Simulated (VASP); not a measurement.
# HoO3 (P4/mmm) in VASP: notebook, part 2 of 3

VASP 6.6.1.

## Step 3: Single point, PBE

This run uses another cell than the first one: it holds 8 atoms, not 4.

File INCAR:

```
  ALGO = Normal
  EDIFF = 1E-6
  ENCUT = 600
  GGA = PE
  GGA_COMPAT = False
  ISIF = 2
  ISMEAR = 0
  LASPH = True
  LCHARG = True
  LELF = True
  LMAXMIX = 6
  LREAL = False
  LVHAR = True
  LWAVE = False
  NBANDS = 37
  NELM = 200
  PREC = Accurate
  SIGMA = 0.2
```

File KPOINTS:

```
k-points
0
Gamma
  6 6 4
```

File POSCAR:

```
HoO3
1.0
    0.0000000000      3.3219149451      0.0000000000
    0.0000000000      0.0000000000      4.3579963102
    6.6438298901      0.0000000000      0.0000000000
Ho O
2 6
Direct
    0.0000000000      0.5000000000      0.5000000000
    0.0000000000      0.5000000000      0.0000000000
    0.5000000000      0.0000000000      0.2500000000
    0.5000000000      0.0000000000      0.7500000000
    0.0000000000      0.0000000000      0.0000000000
    0.0000000000      0.0000000000      0.5000000000
    0.5000000000      0.5000000000      0.2500000000
    0.5000000000      0.5000000000      0.7500000000
```

Potentials or basis: VASP PAW PBE potentials, release 64 (Ho_3, O), 4f in core.

Run with:

```bash
cat potpaw_PBE.64/Ho_3/POTCAR potpaw_PBE.64/O/POTCAR > POTCAR
mpirun -np 1 vasp_std > vasp.out
```

OUTCAR:

```text
EDIFF = 1E-6
   ENCUT = 600
   GGA = PE
   ISIF = 2
   ISMEAR = 0
   LASPH = True
   LREAL = False
   NELM = 200
   PREC = Accurate

 ion  position               nearest neighbor table
   1  0.000  0.500  0.500-   6 2.18   6 2.18   8 2.35   7 2.35   7 2.35   8 2.35   2 3.32   2 3.32

   2  0.000  0.500  0.000-   5 2.18   5 2.18   8 2.35   7 2.35   7 2.35   8 2.35   1 3.32   1 3.32

   3  0.500  0.000  0.250-
   4  0.500  0.000  0.750-
   5  0.000  0.000  0.000-   2 2.18   2 2.18
   6  0.000  0.000  0.500-   1 2.18   1 2.18
   7  0.500  0.500  0.250-   1 2.35   2 2.35   1 2.35   2 2.35
   8  0.500  0.500  0.750-   1 2.35   2 2.35   1 2.35   2 2.35

  LATTYP: Found a simple orthorhombic cell.
 ALAT       =     3.3219149451
 B/A-ratio  =     1.3118928035
 C/A-ratio  =     2.0000000000

  Lattice vectors:

 A1 = (   0.0000000000,   3.3219149451,   0.0000000000)
 A2 = (   0.0000000000,   0.0000000000,   4.3579963102)
 A3 = (   6.6438298901,   0.0000000000,   0.0000000000)

Analysis of symmetry for initial positions (statically):
=====================================================================
 Subroutine PRICEL returns following result:

  LATTYP: Found a simple tetragonal cell.
 ALAT       =     3.3219149451
 C/A-ratio  =     1.3118928035

  Lattice vectors:

 A1 = (   0.0000000000,  -3.3219149451,   0.0000000000)
 A2 = (   3.3219149450,   0.0000000000,   0.0000000000)
 A3 = (   0.0000000000,   0.0000000000,   4.3579963102)

   2 primitive cells build up your supercell.

 Routine SETGRP: Setting up the symmetry group for a
 simple orthorhombic supercell.

 Subroutine GETGRP returns: Found  8 space group operations
 (whereof  8 operations were pure point group operations)
 out of a pool of  8 trial point group operations.

The static configuration has the point symmetry D_2h.

Analysis of symmetry for dynamics (positions and initial velocities):
=====================================================================
 Subroutine PRICEL returns following result:

  LATTYP: Found a simple tetragonal cell.
 ALAT       =     3.3219149451
 C/A-ratio  =     1.3118928035

  Lattice vectors:

 A1 = (   0.0000000000,  -3.3219149451,   0.0000000000)
 A2 = (   3.3219149450,   0.0000000000,   0.0000000000)
 A3 = (   0.0000000000,   0.0000000000,   4.3579963102)

   2 primitive cells build up your supercell.

 Routine SETGRP: Setting up the symmetry group for a
 simple orthorhombic supercell.

 Subroutine GETGRP returns: Found  8 space group operations
 (whereof  8 operations were pure point group operations)
 out of a pool of  8 trial point group operations.

The dynamic configuration has the point symmetry D_2h.

 Subroutine INISYM returns: Found  8 space group operations
 (whereof  8 operations are pure point group operations),
 and found     2 'primitive' translations

[... 44 lines left out ...]

  Shift w.r.t. Gamma in fractional coordinates (k-lattice)
     0.000000000  0.000000000  0.000000000

 Subroutine IBZKPT returns following result:
 ===========================================

 Found     48 irreducible k-points:

 Following reciprocal coordinates:
            Coordinates               Weight
  0.000000  0.000000  0.000000      1.000000
  0.166667  0.000000  0.000000      2.000000
  0.333333  0.000000  0.000000      2.000000
  0.500000  0.000000  0.000000      1.000000
  0.000000  0.166667  0.000000      2.000000
  0.166667  0.166667  0.000000      4.000000
[... 16 lines left out ...]
  0.333333  0.166667  0.250000      8.000000
  0.500000  0.166667  0.250000      4.000000
 [... further k-points ...]
   k-points           NKPTS =     48   k-points in BZ     NKDIM =     48   number of bands    NBANDS=     37
   number of dos      NEDOS =    301   number of ions     NIONS =      8
   total plane-waves  NPLWV =  54432
   dimension x,y,z NGX =    28 NGY =   36 NGZ =   54
   dimension x,y,z NGXF=    56 NGYF=   72 NGZF=  108
   ions per type =               2   6
   NGX,Y,Z   is equivalent  to a cutoff of  14.01, 13.73, 13.51 a.u.
   NGXF,Y,Z  is equivalent  to a cutoff of  28.03, 27.47, 27.02 a.u.
 SYSTEM =  unknown system
   PREC   = accura    normal or accurate (medium, high low for compatibility)
   ISTART =      0    job   : 0-new  1-cont  2-samecut
   ICHARG =      2    charge: 1-file 2-atom 10-const
   ISPIN  =      1    spin polarized calculation?
   LNONCOLLINEAR =      F non collinear calculations
   LSORBIT =      F    spin-orbit coupling
   LASPH  =      T    aspherical Exc in radial PAW
   ENCUT  =  600.0 eV  44.10 Ry    6.64 a.u.   6.63  8.70 13.27*2*pi/ulx,y,z
   NELM   =    200;   NELMIN=  2; NELMDL= -5     # of ELM steps
   EDIFF  = 0.1E-05   stopping-criterion for ELM
   LREAL  =      F    real-space projection
   EDIFFG = 0.1E-04   stopping-criterion for IOM
   NSW    =      0    number of steps for IOM
   IBRION =     -1    ionic relax: 0-MD 1-quasi-New 2-CG
   NFREE  =      0    steps in history (QN), initial steepest desc. (CG)
   ISIF   =      2    stress and relaxation
   ISYM   =      2    0-nonsym 1-usesym 2-fastsym
   POTIM  = 0.5000    time-step for ionic-motion
   TEBEG  =    0.0;   TEEND  =   0.0 temperature during run
   PSTRESS=    0.0 pullay stress
   NELECT =      54.0000    total number of electrons
   NUPDOWN=      -1.0000    fix difference up-down
   EMIN   =  10.00;   EMAX   =-10.00  energy-range for DOS
   EFERMI =   0.00;   METHOD = LEGACY
   ISMEAR =     0;   SIGMA  =   0.20  broadening in eV -4-tet -1-fermi 0-gaus
   EFERMI_NEDOS =   21; number of points for ismear=-14 and -15
   IALGO  =     38    algorithm
   IMIX   =      4    mixing-type and parameters
     AMIX     =   0.40;   BMIX     =  1.00
     AMIX_MAG =   1.60;   BMIX_MAG =  1.00
  volume/ion in A,a.u.               =      12.02        81.13
  Fermi-wavevector in a.u.,A,eV,Ry     =   1.350542  2.552155 24.816536  1.823964
  Thomas-Fermi vector in A             =   2.478038
   LORBIT       =      0    0 simple, 1 ext, 2 COOP (PROOUT), +10 PAW based schemes
   GGA     = PE    functional components
   LHFCALC =     F    Hartree Fock is set to
   AEXX    =    0.0000 exact exchange contribution
   IVDW    =     0    specifies the selected vdW correction
   LEPSILON=     F    determine dielectric tensor
   LRPA    =     F    only Hartree local field effects (RPA)
 non-spin polarized calculation
 Gauss-broadening in eV      SIGMA  =   0.20
  energy-cutoff  :      600.00
  volume of cell :       96.18
 maximum number of plane-waves:      3238
 NGX is ok and might be reduce to    28

 number of electron      53.9999984 magnetization

 Free energy of the ion-electron system (eV)
  ---------------------------------------------------
  ext. energy  EPLUGINS =         0.00000000
  ---------------------------------------------------
  free energy    TOTEN  =       -48.98645315 eV

  energy without entropy =      -48.90550764  energy(sigma->0) =      -48.94598039

 E-fermi :   2.6108     XC(G=0): -11.0492

 val. band max:        2.5912698377   @ k =   0.3333   0.5000   0.2500
 cond. band min:       2.6355337997   @ k =   0.3333   0.5000   0.2500
 fundamental gap:      0.0442639620
 Fermi energy:         2.6107542426

 k-point     1 :       0.0000    0.0000    0.0000
  band No.  band energies     occupation
      1     -21.0810      2.00000
      2     -20.1538      2.00000
      3     -20.0812      2.00000
      4     -20.0299      2.00000
      5     -20.0295      2.00000
      6     -19.9208      2.00000
[... 949 lines left out ...]
     36       9.8571      0.00000
     37      10.4996      0.00000

 [... further k-points ...]

------------------------ aborting loop because EDIFF is reached ----------------------------------------

  FORCE on cell =-STRESS in cart. coord.  units (eV):
  Direction    XX          YY          ZZ          XY          YZ          ZX
  --------------------------------------------------------------------------------------
  -------------------------------------------------------------------------------------
  Total       -1.2305406     -1.1024490      4.0021695      0.0000000     -0.0000000      0.0000000
  in kB      -20.4980545    -18.3643362     66.6671953      0.0000000     -0.0000000      0.0000000
  external PRESSURE =       9.2682682 kB  Pullay stress =       0.0000000 kB

 VOLUME and BASIS-vectors are now :
 -----------------------------------------------------------------------------
  energy-cutoff  :      600.00
  volume of cell :       96.18
      direct lattice vectors                 reciprocal lattice vectors
     0.000000000  3.321914945  0.000000000     0.000000000  0.301031187  0.000000000
     0.000000000  0.000000000  4.357996310     0.000000000  0.000000000  0.229463251
     6.643829890  0.000000000  0.000000000     0.150515594  0.000000000  0.000000000

 POSITION                                       TOTAL-FORCE (eV/Angst)
 -----------------------------------------------------------------------------------
      3.32191      0.00000      2.17900         0.000000      0.000000      0.000000
      0.00000      0.00000      2.17900         0.000000      0.000000      0.000000
      1.66096      1.66096      0.00000        -0.000000     -0.000000      0.000000
      4.98287      1.66096      0.00000         0.000000     -0.000000      0.000000
      0.00000      0.00000      0.00000         0.000000      0.000000      0.000000
      3.32191      0.00000      0.00000         0.000000      0.000000      0.000000
      1.66096      1.66096      2.17900         0.000000      0.000000      0.000000
      4.98287      1.66096      2.17900         0.000000      0.000000     -0.000000
 -----------------------------------------------------------------------------------
    total drift:                                0.000000      0.000000     -0.000000

  FREE ENERGIE OF THE ION-ELECTRON SYSTEM (eV)
  ---------------------------------------------------
  free  energy   TOTEN  =       -48.9864531450 eV

  energy  without entropy=      -48.9055076394  energy(sigma->0) =      -48.94598039
```

Run time: 2.1 min. Hardware: 1 thread of Intel Xeon 6975P-C (Granite Rapids), shared host; peak memory 0.32 GiB.

Results:

| Property | Result |
| --- | --- |
| Free energy | -48.9865 eV |
| Pressure | 0.9 GPa |
| Band gap on the k mesh | zero (bands 27 and 28 overlap by 2.53 eV) |

Caveat: spin-orbit coupling is left out, which moves the levels of the heavy elements; the 4f electrons are frozen in the core, so they carry no moment and show no levels; the run has no spin polarisation, though such a crystal can be magnetic.

(Continued in part 3 of 3.)
